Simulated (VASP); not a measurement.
# GaSb (I4mm) in VASP: notebook

GaSb is run at these levels: PBE; tasks: single point.

Program: VASP 6.6.1. These are calculated values, not measurements. Logs are shortened: lines on timing, memory, paths and dates and some standing lists are left out, and cuts for length are marked.

### 1 The cell of the first run

Symmetry: I4mm, No. 107, tetragonal system. The conventional cell has a = 3.874 Å, b = 3.874 Å, c = 7.035 Å, α = 90.00°, β = 90.00°, γ = 90.00°. Ga (site symmetry 4mm) has 5 Sb at 2.72 to 2.85 Å within 3.6 Å. Sb (site symmetry 4mm) has 5 Ga at 2.72 to 2.85 Å within 3.6 Å.

### 2 Single point, PBE

INCAR reads:

```
SYSTEM = GaSb
PREC = Accurate
ENCUT = 520
EDIFF = 1E-6
ISMEAR = 0
SIGMA = 0.1
LREAL = .False.
LASPH = .True.
NELM = 80
ALGO = Normal
ISIF = 2
LWAVE = .False.
LCHARG = .False.
GGA = PE
NBANDS = 16
```

KPOINTS reads:

```
regular mesh
0
Gamma
  16 16 16
  0 0 0
```

POSCAR reads:

```
GaSb
1.0
   -1.9367620161      1.9367620161      3.5175686779
    1.9367620161     -1.9367620161      3.5175686779
    1.9367620161      1.9367620161     -3.5175686779
Ga Sb
1 1
Direct
    0.2447460298      0.2447460298      0.0000000000
    0.8582265602      0.8582265602      0.0000000000
```

Potentials or basis: VASP PAW PBE potentials, release 64 (Ga_d, Sb).

Started as:

```
cat potpaw_PBE.64/Ga_d/POTCAR potpaw_PBE.64/Sb/POTCAR > POTCAR
mpirun -np 1 vasp_std > vasp.out
```

OUTCAR:

```text
SYSTEM = GaSb
   PREC = Accurate
   ENCUT = 520
   EDIFF = 1E-6
   ISMEAR = 0
   LREAL = .False.
   LASPH = .True.
   NELM = 80
   ISIF = 2
   GGA = PE

 ion  position               nearest neighbor table
   1  0.245  0.245  0.000-   2 2.72   2 2.85   2 2.85   2 2.85   2 2.85
   2  0.858  0.858  0.000-   1 2.72   1 2.85   1 2.85   1 2.85   1 2.85

  LATTYP: Found a body centered tetragonal cell.
 ALAT       =     3.8735240322
 C/A-ratio  =     1.8162111032

  Lattice vectors:

 A1 = (  -1.9367620161,   1.9367620161,   3.5175686779)
 A2 = (   1.9367620161,  -1.9367620161,   3.5175686779)
 A3 = (   1.9367620161,   1.9367620161,  -3.5175686779)

Analysis of symmetry for initial positions (statically):
=====================================================================
 Subroutine PRICEL returns:
 Original cell was already a primitive cell.

 Routine SETGRP: Setting up the symmetry group for a
 body centered tetragonal supercell.

 Subroutine GETGRP returns: Found  8 space group operations
 (whereof  8 operations were pure point group operations)
 out of a pool of 16 trial point group operations.

The static configuration has the point symmetry C_4v.

Analysis of symmetry for dynamics (positions and initial velocities):
=====================================================================
 Subroutine PRICEL returns:
 Original cell was already a primitive cell.

 Routine SETGRP: Setting up the symmetry group for a
 body centered tetragonal supercell.

 Subroutine GETGRP returns: Found  8 space group operations
 (whereof  8 operations were pure point group operations)
 out of a pool of 16 trial point group operations.

The dynamic configuration has the point symmetry C_4v.

 Subroutine INISYM returns: Found  8 space group operations
 (whereof  8 operations are pure point group operations),
 and found     1 'primitive' translations

----------------------------------------------------------------------------------------

                                     Primitive cell

  volume of cell :      52.7783

  direct lattice vectors                    reciprocal lattice vectors
    -1.936762016  1.936762016  3.517568678     0.000000000  0.258162849  0.142143636
     1.936762016 -1.936762016  3.517568678     0.258162849  0.000000000  0.142143636
     1.936762016  1.936762016 -3.517568678     0.258162849  0.258162849  0.000000000

  length of vectors
     4.458181649  4.458181649  4.458181649     0.294708109  0.294708109  0.365097402

  position of ions in fractional coordinates (direct lattice)
     0.244746030  0.244746030  0.000000000
     0.858226560  0.858226560  0.000000000

  ion indices of the primitive-cell ions
   primitive index   ion index
                 1           1
                 2           2

----------------------------------------------------------------------------------------

 KPOINTS: regular mesh

Automatic generation of k-mesh.
 Grid dimensions read from file:
 generate k-points for:   16   16   16

 Generating k-lattice:

  Cartesian coordinates                     Fractional coordinates (reciprocal lattice)
     0.000000000  0.016135178  0.008883977     0.062500000 -0.000000000  0.000000000
     0.016135178  0.000000000  0.008883977    -0.000000000  0.062500000  0.000000000
     0.016135178  0.016135178  0.000000000     0.000000000  0.000000000  0.062500000

  Length of vectors
     0.018419257  0.018419257  0.022818588

  Shift w.r.t. Gamma in fractional coordinates (k-lattice)
     0.000000000  0.000000000  0.000000000

 Subroutine IBZKPT returns following result:
 ===========================================

 Found    349 irreducible k-points:

 Following reciprocal coordinates:
            Coordinates               Weight
  0.000000  0.000000  0.000000      1.000000
  0.062500  0.000000  0.000000      8.000000
  0.125000  0.000000  0.000000      8.000000
  0.187500  0.000000  0.000000      8.000000
  0.250000  0.000000  0.000000      8.000000
  0.312500 -0.000000  0.000000      8.000000
[... 16 lines left out ...]
 -0.125000  0.062500  0.000000     16.000000
 -0.062500  0.062500  0.000000      4.000000
 [... further k-points ...]
   k-points           NKPTS =    349   k-points in BZ     NKDIM =    349   number of bands    NBANDS=     16
   number of dos      NEDOS =    301   number of ions     NIONS =      2
   total plane-waves  NPLWV =  46656
   dimension x,y,z NGX =    36 NGY =   36 NGZ =   36
   dimension x,y,z NGXF=    72 NGYF=   72 NGZF=   72
   ions per type =               1   1
   NGX,Y,Z   is equivalent  to a cutoff of  13.42, 13.42, 13.42 a.u.
   NGXF,Y,Z  is equivalent  to a cutoff of  26.85, 26.85, 26.85 a.u.
 SYSTEM =  GaSb
   PREC   = accura    normal or accurate (medium, high low for compatibility)
   ISTART =      0    job   : 0-new  1-cont  2-samecut
   ICHARG =      2    charge: 1-file 2-atom 10-const
   ISPIN  =      1    spin polarized calculation?
   LNONCOLLINEAR =      F non collinear calculations
   LSORBIT =      F    spin-orbit coupling
   LASPH  =      T    aspherical Exc in radial PAW
   ENCUT  =  520.0 eV  38.22 Ry    6.18 a.u.   8.29  8.29  8.29*2*pi/ulx,y,z
   NELM   =     80;   NELMIN=  2; NELMDL= -5     # of ELM steps
   EDIFF  = 0.1E-05   stopping-criterion for ELM
   LREAL  =      F    real-space projection
   EDIFFG = 0.1E-04   stopping-criterion for IOM
   NSW    =      0    number of steps for IOM
   IBRION =     -1    ionic relax: 0-MD 1-quasi-New 2-CG
   NFREE  =      0    steps in history (QN), initial steepest desc. (CG)
   ISIF   =      2    stress and relaxation
   ISYM   =      2    0-nonsym 1-usesym 2-fastsym
   POTIM  = 0.5000    time-step for ionic-motion
   TEBEG  =    0.0;   TEEND  =   0.0 temperature during run
   PSTRESS=    0.0 pullay stress
   NELECT =      18.0000    total number of electrons
   NUPDOWN=      -1.0000    fix difference up-down
   EMIN   =  10.00;   EMAX   =-10.00  energy-range for DOS
   EFERMI =   0.00;   METHOD = LEGACY
   ISMEAR =     0;   SIGMA  =   0.10  broadening in eV -4-tet -1-fermi 0-gaus
   EFERMI_NEDOS =   21; number of points for ismear=-14 and -15
   IALGO  =     38    algorithm
   IMIX   =      4    mixing-type and parameters
     AMIX     =   0.40;   BMIX     =  1.00
     AMIX_MAG =   1.60;   BMIX_MAG =  1.00
  volume/ion in A,a.u.               =      26.39       178.08
  Fermi-wavevector in a.u.,A,eV,Ry     =   1.143793  2.161455 17.799980  1.308262
  Thomas-Fermi vector in A             =   2.280487
   LORBIT       =      0    0 simple, 1 ext, 2 COOP (PROOUT), +10 PAW based schemes
   GGA     = PE    functional components
   LHFCALC =     F    Hartree Fock is set to
   AEXX    =    0.0000 exact exchange contribution
   IVDW    =     0    specifies the selected vdW correction
   LEPSILON=     F    determine dielectric tensor
   LRPA    =     F    only Hartree local field effects (RPA)
 non-spin polarized calculation
 Gauss-broadening in eV      SIGMA  =   0.10
  energy-cutoff  :      520.00
  volume of cell :       52.78
 maximum number of plane-waves:      1434
 NGX is ok and might be reduce to    36
   NGX = 17   NGY = 17   NGZ = 17

 number of electron      18.0000004 magnetization

 Free energy of the ion-electron system (eV)
  ---------------------------------------------------
  ext. energy  EPLUGINS =         0.00000000
  ---------------------------------------------------
  free energy    TOTEN  =        -6.98902261 eV

  energy without entropy =       -6.98298521  energy(sigma->0) =       -6.98600391

 E-fermi :   5.3960     XC(G=0):  -9.6814

 val. band max:        5.3916393645   @ k =  -0.4375   0.1250   0.0000
 cond. band min:       5.3981195943   @ k =   0.2500   0.2500   0.1875
 fundamental gap:      0.0064802299
 Fermi energy:         5.3960199621

 k-point     1 :       0.0000    0.0000    0.0000
  band No.  band energies     occupation
      1      -9.3430      2.00000
      2      -9.3409      2.00000
      3      -9.3386      2.00000
      4      -9.3132      2.00000
      5      -9.3132      2.00000
      6      -5.9970      2.00000
[... 8 lines left out ...]
     15      12.1464      0.00000
     16      13.6317      0.00000

 k-point     2 :       0.0625    0.0000    0.0000
  band No.  band energies     occupation
      1      -9.3430      2.00000
      2      -9.3401      2.00000
      3      -9.3395      2.00000
      4      -9.3135      2.00000
      5      -9.3127      2.00000
      6      -5.9509      2.00000
[... 8 lines left out ...]
     15      12.3845      0.00000
     16      13.8114      0.00000

 k-point     3 :       0.1250    0.0000    0.0000
  band No.  band energies     occupation
      1      -9.3433      2.00000
      2      -9.3418      2.00000
      3      -9.3373      2.00000
      4      -9.3146      2.00000
      5      -9.3116      2.00000
      6      -5.8135      2.00000
[... 8 lines left out ...]
     15      12.8515      0.00000
     16      13.8556      0.00000

 k-point     4 :       0.1875    0.0000    0.0000
  band No.  band energies     occupation
      1      -9.3453      2.00000
      2      -9.3442      2.00000
      3      -9.3332      2.00000
      4      -9.3157      2.00000
      5      -9.3099      2.00000
      6      -5.5874      2.00000
[... 8 lines left out ...]
     15      13.2025      0.00000
     16      13.6694      0.00000
[... 324 lines left out ...]
 k-point    22 :      -0.1875    0.0625    0.0000
  band No.  band energies     occupation
      1      -9.3469      2.00000
      2      -9.3419      2.00000
      3      -9.3323      2.00000
      4      -9.3163      2.00000
      5      -9.3107      2.00000
      6      -5.5999      2.00000
[... 8 lines left out ...]
     15      12.7033      0.00000
     16      13.7737      0.00000

 k-point    23 :      -0.1250    0.0625    0.0000
  band No.  band energies     occupation
      1      -9.3431      2.00000
      2      -9.3414      2.00000
      3      -9.3367      2.00000
      4      -9.3148      2.00000
      5      -9.3122      2.00000
      6      -5.8071      2.00000
[... 8 lines left out ...]
     15      12.4707      0.00000
     16      13.8705      0.00000

 k-point    24 :      -0.0625    0.0625    0.0000
  band No.  band energies     occupation
      1      -9.3420      2.00000
      2      -9.3404      2.00000
      3      -9.3394      2.00000
      4      -9.3136      2.00000
      5      -9.3130      2.00000
      6      -5.9248      2.00000
[... 8 lines left out ...]
     15      12.3853      0.00000
     16      13.9112      0.00000

 [... further k-points ...]
[... 5 lines left out ...]
  --------------------------------------------------------------------------------------
  -------------------------------------------------------------------------------------
  Total       -0.0053447     -0.0053447      0.0028745      0.0000000      0.0000000      0.0000000
  in kB       -0.1622484     -0.1622484      0.0872603      0.0000000      0.0000000      0.0000000
  external PRESSURE =      -0.0790788 kB  Pullay stress =       0.0000000 kB

 VOLUME and BASIS-vectors are now :
 -----------------------------------------------------------------------------
  energy-cutoff  :      520.00
  volume of cell :       52.78
      direct lattice vectors                 reciprocal lattice vectors
    -1.936762016  1.936762016  3.517568678     0.000000000  0.258162849  0.142143636
     1.936762016 -1.936762016  3.517568678     0.258162849  0.000000000  0.142143636
     1.936762016  1.936762016 -3.517568678     0.258162849  0.258162849  0.000000000

 POSITION                                       TOTAL-FORCE (eV/Angst)
 -----------------------------------------------------------------------------------
      0.00000      0.00000      1.72182         0.000000      0.000000      0.012450
      0.00000      0.00000      6.03774        -0.000000     -0.000000     -0.012450
 -----------------------------------------------------------------------------------
    total drift:                                0.000001      0.000001     -0.001224

  FREE ENERGIE OF THE ION-ELECTRON SYSTEM (eV)
  ---------------------------------------------------
  free  energy   TOTEN  =        -6.9890226079 eV

  energy  without entropy=       -6.9829852086  energy(sigma->0) =       -6.98600391
```

Run time: 7 min. Hardware: 1 thread of Intel Xeon 8259CL, shared host; peak memory 0.44 GiB.

Results:

| Item | Value |
| --- | --- |
| Free energy | -6.9890 eV |
| Pressure | 0.0 GPa |
| Largest force | 0.012 eV/Å |
| Band gap on the k mesh | zero (band 9 reaches 6.81 eV, above the bottom of band 10 at 4.11 eV) |

Forces on the atoms (eV/Å):
```
Ga   0.000  0.000  0.012
Sb   0.000  0.000 -0.012
```

Caveat: spin-orbit coupling is left out, which moves the levels of the heavy elements.

[end of part 1 of 2]
